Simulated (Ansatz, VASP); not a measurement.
Ti in VASP and in Ansatz

```
Ti
1.0
     0.00000    1.99955    2.06045
     1.99955    0.00000    2.06045
     1.99955    1.99955    0.00000
Ti
1
Direct
  0.00000 0.00000 0.00000
```

Change from the starting cell: strain -0.015 along x and y, +0.015 along z, atoms carried along.

Alike in both runs: task single point; functional PBEsol; k mesh 10 × 10 × 10; occupations gaussian, width 0.15 eV; no spin polarisation.

```csv
,VASP,Ansatz
version,VASP 6.6.1,Ansatz 0.2.0
potentials or method,"VASP PAW PBE potentials, release 64 (Ti_sv), cutoff 520 eV","scalar-relativistic, plane waves, PAW"
valence electrons in the cell,12,12
```

```csv
,VASP,Ansatz,Ansatz less VASP
gap on the k mesh at the Fermi level (eV),none,none,-
pressure (GPa),1.1,1.4,+0.31
"traceless stress, the component that is largest in VASP (GPa)",-0.81,-0.80,+0.008
```

VASP's potentials were made for PBE, not for PBEsol. A gap of «none» marks a metal or a gap that the smearing closes.
